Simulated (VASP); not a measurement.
# TiO2 (P2_1/c) in VASP: single point with PBE

Aim: the single point of TiO2 with PBE.

All numbers are computed with VASP 6.6.1; they aren't measurements. Logs are shortened: lines on timing, memory, paths and dates and some standing lists are left out, and cuts for length are marked.

## (1) The cell of the first run

Symmetry: P2_1/c, No. 14, monoclinic system. The conventional cell has a = 2.965 Å, b = 4.643 Å, c = 5.415 Å, α = 90.00°, β = 121.02°, γ = 90.00°. Within 2.6 Å of Ti (site symmetry -1) lie 6 O at 1.93 to 2.00 Å. Within 2.6 Å of O (site symmetry 1) lie 3 Ti at 1.93 to 2.00 Å and 1 O at 2.56 Å.

## (2) Single point, PBE (strain +0.0375 x Voigt [0, 0, 0, 1, 0, 0])

Contents of INCAR:

```
SYSTEM = TiO2
ALGO = Normal ; EDIFF = 1E-6
ENCUT = 520 ; GGA = PE
ISIF = 2 ; ISMEAR = 0
LASPH = .True. ; LCHARG = .False.
LREAL = .False. ; LWAVE = .False.
NBANDS = 33 ; NELM = 80
PREC = Accurate ; SIGMA = 0.05
```

Contents of KPOINTS:

```
k-points
0
Gamma
  6 6 10
  0 0 0
```

Contents of POSCAR:

```
TiO2
1.0
    4.6430645122      0.0000000000      0.0000000000
    0.0000000000      4.6430645122      0.0870574596
    0.0000000000      0.0555754575      2.9640243990
Ti O
2 4
Direct
    0.0000000000      0.0000000000      0.0000000000
    0.5000000000      0.5000000000      0.5000000000
    0.3051105247      0.3051105247      0.0000000000
    0.1948894753      0.8051105247      0.5000000000
    0.6948894753      0.6948894753      0.0000000000
    0.8051105247      0.1948894753      0.5000000000
```

Potentials or basis: VASP PAW PBE potentials, release 64 (Ti_sv, O).

The run is started by

```
> cat potpaw_PBE.64/Ti_sv/POTCAR potpaw_PBE.64/O/POTCAR > POTCAR
> mpirun -np 1 vasp_std > vasp.out
```

OUTCAR:

```text
SYSTEM = TiO2
   EDIFF = 1E-6
   ENCUT = 520
   GGA = PE
   ISIF = 2
   ISMEAR = 0
   LASPH = .True.
   LREAL = .False.
   NELM = 80
   PREC = Accurate

 ion  position               nearest neighbor table
   1  0.000  0.000  0.000-   4 1.93   6 1.93   4 1.98   6 1.98   5 2.00   3 2.00
   2  0.500  0.500  0.500-   3 1.93   5 1.93   3 1.98   5 1.98   4 2.00   6 2.00
   3  0.305  0.305  0.000-   2 1.93   2 1.98   1 2.00
   4  0.195  0.805  0.500-   1 1.93   1 1.98   2 2.00
   5  0.695  0.695  0.000-   2 1.93   2 1.98   1 2.00
   6  0.805  0.195  0.500-   1 1.93   1 1.98   2 2.00

  LATTYP: Found a simple monoclinic cell.
 ALAT       =     2.9645453731
 B/A-ratio  =     1.5661978239
 C/A-ratio  =     1.5664731079
 COS(beta)  =    -0.0374868210

  Lattice vectors:

 A1 = (   0.0000000000,   0.0555754575,   2.9640243990)
 A2 = (  -4.6430645122,   0.0000000000,   0.0000000000)
 A3 = (   0.0000000000,  -4.6430645122,  -0.0870574596)

Analysis of symmetry for initial positions (statically):
=====================================================================
 Subroutine PRICEL returns:
 Original cell was already a primitive cell.

 Routine SETGRP: Setting up the symmetry group for a
 simple monoclinic supercell.

 Subroutine GETGRP returns: Found  4 space group operations
 (whereof  2 operations were pure point group operations)
 out of a pool of  4 trial point group operations.

The static configuration has the point symmetry S_2 .
 The point group associated with its full space group is C_2h.

Analysis of symmetry for dynamics (positions and initial velocities):
=====================================================================
 Subroutine PRICEL returns:
 Original cell was already a primitive cell.

 Routine SETGRP: Setting up the symmetry group for a
 simple monoclinic supercell.

 Subroutine GETGRP returns: Found  4 space group operations
 (whereof  2 operations were pure point group operations)
 out of a pool of  4 trial point group operations.

The dynamic configuration has the point symmetry S_2 .
 The point group associated with its full space group is C_2h.

 Subroutine INISYM returns: Found  4 space group operations
 (whereof  2 operations are pure point group operations),
 and found     1 'primitive' translations

----------------------------------------------------------------------------------------

                                     Primitive cell

  volume of cell :      63.8761

  direct lattice vectors                    reciprocal lattice vectors
     4.643064512  0.000000000  0.000000000     0.215374996  0.000000000  0.000000000
     0.000000000  4.643064512  0.087057460     0.000000000  0.215450740 -0.004039701
     0.000000000  0.055575458  2.964024399     0.000000000 -0.006328084  0.337497791

  length of vectors
     4.643064512  4.643880604  2.964545373     0.215374996  0.215488609  0.337557111

  position of ions in fractional coordinates (direct lattice)
     0.000000000  0.000000000  0.000000000
     0.500000000  0.500000000  0.500000000
     0.305110525  0.305110525  0.000000000
     0.194889475  0.805110525  0.500000000
     0.694889475  0.694889475  0.000000000
     0.805110525  0.194889475  0.500000000

  ion indices of the primitive-cell ions
   primitive index   ion index
                 1           1
                 2           2
                 3           3
                 4           4
                 5           5
                 6           6

----------------------------------------------------------------------------------------

 KPOINTS: k-points

Automatic generation of k-mesh.
 Grid dimensions read from file:
 generate k-points for:    6    6   10

 Generating k-lattice:

  Cartesian coordinates                     Fractional coordinates (reciprocal lattice)
     0.035895833  0.000000000  0.000000000     0.166666667  0.000000000  0.000000000
     0.000000000  0.035908457 -0.000673284     0.000000000  0.166666667  0.000000000
     0.000000000 -0.000632808  0.033749779     0.000000000  0.000000000  0.100000000

  Length of vectors
     0.035895833  0.035914768  0.033755711

  Shift w.r.t. Gamma in fractional coordinates (k-lattice)
     0.000000000  0.000000000  0.000000000

 Subroutine IBZKPT returns following result:
 ===========================================

 Found    128 irreducible k-points:

 Following reciprocal coordinates:
            Coordinates               Weight
  0.000000  0.000000  0.000000      1.000000
  0.166667  0.000000  0.000000      2.000000
  0.333333  0.000000  0.000000      2.000000
  0.500000  0.000000  0.000000      1.000000
  0.000000  0.166667 -0.000000      2.000000
  0.166667  0.166667 -0.000000      4.000000
[... 16 lines left out ...]
  0.333333  0.166667  0.100000      4.000000
  0.500000  0.166667  0.100000      2.000000
 [... further k-points ...]
   k-points           NKPTS =    128   k-points in BZ     NKDIM =    128   number of bands    NBANDS=     33
   number of dos      NEDOS =    301   number of ions     NIONS =      6
   total plane-waves  NPLWV =  31104
   dimension x,y,z NGX =    36 NGY =   36 NGZ =   24
   dimension x,y,z NGXF=    72 NGYF=   72 NGZF=   48
   ions per type =               2   4
   NGX,Y,Z   is equivalent  to a cutoff of  12.89, 12.89, 13.46 a.u.
   NGXF,Y,Z  is equivalent  to a cutoff of  25.78, 25.78, 26.92 a.u.
 SYSTEM =  TiO2
   PREC   = accura    normal or accurate (medium, high low for compatibility)
   ISTART =      0    job   : 0-new  1-cont  2-samecut
   ICHARG =      2    charge: 1-file 2-atom 10-const
   ISPIN  =      1    spin polarized calculation?
   LNONCOLLINEAR =      F non collinear calculations
   LSORBIT =      F    spin-orbit coupling
   LASPH  =      T    aspherical Exc in radial PAW
   ENCUT  =  520.0 eV  38.22 Ry    6.18 a.u.   8.63  8.63  5.51*2*pi/ulx,y,z
   NELM   =     80;   NELMIN=  2; NELMDL= -5     # of ELM steps
   EDIFF  = 0.1E-05   stopping-criterion for ELM
   LREAL  =      F    real-space projection
   EDIFFG = 0.1E-04   stopping-criterion for IOM
   NSW    =      0    number of steps for IOM
   IBRION =     -1    ionic relax: 0-MD 1-quasi-New 2-CG
   NFREE  =      0    steps in history (QN), initial steepest desc. (CG)
   ISIF   =      2    stress and relaxation
   ISYM   =      2    0-nonsym 1-usesym 2-fastsym
   POTIM  = 0.5000    time-step for ionic-motion
   TEBEG  =    0.0;   TEEND  =   0.0 temperature during run
   PSTRESS=    0.0 pullay stress
   NELECT =      48.0000    total number of electrons
   NUPDOWN=      -1.0000    fix difference up-down
   EMIN   =  10.00;   EMAX   =-10.00  energy-range for DOS
   EFERMI =   0.00;   METHOD = LEGACY
   ISMEAR =     0;   SIGMA  =   0.05  broadening in eV -4-tet -1-fermi 0-gaus
   EFERMI_NEDOS =   21; number of points for ismear=-14 and -15
   IALGO  =     38    algorithm
   IMIX   =      4    mixing-type and parameters
     AMIX     =   0.40;   BMIX     =  1.00
     AMIX_MAG =   1.60;   BMIX_MAG =  1.00
  volume/ion in A,a.u.               =      10.65        71.84
  Fermi-wavevector in a.u.,A,eV,Ry     =   1.488364  2.812600 30.139987  2.215227
  Thomas-Fermi vector in A             =   2.601408
   LORBIT       =      0    0 simple, 1 ext, 2 COOP (PROOUT), +10 PAW based schemes
   GGA     = PE    functional components
   LHFCALC =     F    Hartree Fock is set to
   AEXX    =    0.0000 exact exchange contribution
   IVDW    =     0    specifies the selected vdW correction
   LEPSILON=     F    determine dielectric tensor
   LRPA    =     F    only Hartree local field effects (RPA)
 non-spin polarized calculation
 Gauss-broadening in eV      SIGMA  =   0.05
  energy-cutoff  :      520.00
  volume of cell :       63.88
 maximum number of plane-waves:      1740
 NGX is ok and might be reduce to    36
   NGX = 17   NGY = 17   NGZ = 11

 number of electron      48.0000014 magnetization

 Free energy of the ion-electron system (eV)
  ---------------------------------------------------
  ext. energy  EPLUGINS =         0.00000000
  ---------------------------------------------------
  free energy    TOTEN  =       -53.63758368 eV

  energy without entropy =      -53.63758368  energy(sigma->0) =      -53.63758368

 E-fermi :   4.9209     XC(G=0): -11.2863

 val. band max:        4.5827350852   @ k =   0.0000   0.0000   0.0000
 cond. band min:       6.4177704932   @ k =   0.0000   0.5000   0.5000
 fundamental gap:      1.8350354081
 Fermi energy:         4.9209356484

 k-point     1 :       0.0000    0.0000    0.0000
  band No.  band energies     occupation
      1     -52.3730      2.00000
      2     -52.3580      2.00000
      3     -28.6618      2.00000
      4     -28.6616      2.00000
      5     -28.5113      2.00000
      6     -28.5104      2.00000
[... 25 lines left out ...]
     32      11.0318      0.00000
     33      11.0691      0.00000

 k-point     2 :       0.1667    0.0000    0.0000
  band No.  band energies     occupation
      1     -52.3720      2.00000
      2     -52.3590      2.00000
      3     -28.6538      2.00000
      4     -28.6534      2.00000
      5     -28.5204      2.00000
      6     -28.5191      2.00000
[... 25 lines left out ...]
     32      10.9617      0.00000
     33      10.9852      0.00000

 k-point     3 :       0.3333    0.0000    0.0000
  band No.  band energies     occupation
      1     -52.3692      2.00000
      2     -52.3617      2.00000
      3     -28.6334      2.00000
      4     -28.6318      2.00000
      5     -28.5432      2.00000
      6     -28.5412      2.00000
[... 25 lines left out ...]
     32      10.7859      0.00000
     33      10.8226      0.00000

 k-point     4 :       0.5000    0.0000    0.0000
  band No.  band energies     occupation
      1     -52.3655      2.00000
      2     -52.3655      2.00000
      3     -28.6166      2.00000
      4     -28.6166      2.00000
      5     -28.5591      2.00000
      6     -28.5591      2.00000
[... 673 lines left out ...]
     32      10.5183      0.00000
     33      10.8997      0.00000

 k-point    23 :       0.3333    0.1667    0.1000
  band No.  band energies     occupation
      1     -52.3650      2.00000
      2     -52.3586      2.00000
      3     -28.6460      2.00000
      4     -28.6074      2.00000
      5     -28.5615      2.00000
      6     -28.5180      2.00000
[... 25 lines left out ...]
     32      10.3488      0.00000
     33      10.8653      0.00000

 k-point    24 :       0.5000    0.1667    0.1000
  band No.  band energies     occupation
      1     -52.3618      2.00000
      2     -52.3618      2.00000
      3     -28.6251      2.00000
      4     -28.6251      2.00000
      5     -28.5427      2.00000
      6     -28.5427      2.00000
[... 25 lines left out ...]
     32      10.1803      0.00000
     33      10.8669      0.00000

 [... further k-points ...]

------------------------ aborting loop because EDIFF is reached ----------------------------------------

  FORCE on cell =-STRESS in cart. coord.  units (eV):
  Direction    XX          YY          ZZ          XY          YZ          ZX
  --------------------------------------------------------------------------------------
  -------------------------------------------------------------------------------------
  Total        0.3167788      0.3489153      0.4971271      0.0000000     -2.0502113      0.0000000
  in kB        7.9456280      8.7516931     12.4692255      0.0000000    -51.4245744      0.0000000
  external PRESSURE =       9.7221822 kB  Pullay stress =       0.0000000 kB

 VOLUME and BASIS-vectors are now :
 -----------------------------------------------------------------------------
  energy-cutoff  :      520.00
  volume of cell :       63.88
      direct lattice vectors                 reciprocal lattice vectors
     4.643064512  0.000000000  0.000000000     0.215374996  0.000000000  0.000000000
     0.000000000  4.643064512  0.087057460     0.000000000  0.215450740 -0.004039701
     0.000000000  0.055575458  2.964024399     0.000000000 -0.006328084  0.337497791

 POSITION                                       TOTAL-FORCE (eV/Angst)
 -----------------------------------------------------------------------------------
      0.00000      0.00000      0.00000         0.000000      0.000000      0.000000
      2.32153      2.34932      1.52554         0.000000      0.000000      0.000000
      1.41665      1.41665      0.02656        -0.034865     -0.036301      0.184828
      0.90488      3.76597      1.55210         0.034865     -0.036301      0.184828
      3.22642      3.22642      0.06050         0.034865      0.036301     -0.184828
      3.73818      0.93267      1.49898        -0.034865      0.036301     -0.184828
 -----------------------------------------------------------------------------------
    total drift:                                0.000000      0.000000     -0.000000

  FREE ENERGIE OF THE ION-ELECTRON SYSTEM (eV)
  ---------------------------------------------------
  free  energy   TOTEN  =       -53.6375836781 eV

  energy  without entropy=      -53.6375836781  energy(sigma->0) =      -53.63758368
```

Wall time 10 min (1 thread of Intel Xeon 8259CL, shared host); peak memory 0.32 GiB.

Results:

```yaml
Free_energy: -53.6376 eV
Pressure: 1.0 GPa
Largest_force: 0.192 eV/Å
Band_gap_on_the_k_mesh: 1.84 eV
```

Forces in eV/Å, atoms in the order of the input:
```
Ti   0.000  0.000  0.000
Ti   0.000  0.000  0.000
O   -0.035 -0.036  0.185
O    0.035 -0.036  0.185
O    0.035  0.036 -0.185
O   -0.035  0.036 -0.185
```

Caveat: the cell differs from its parent crystal (strain +0.0375 x Voigt [0, 0, 0, 1, 0, 0]).
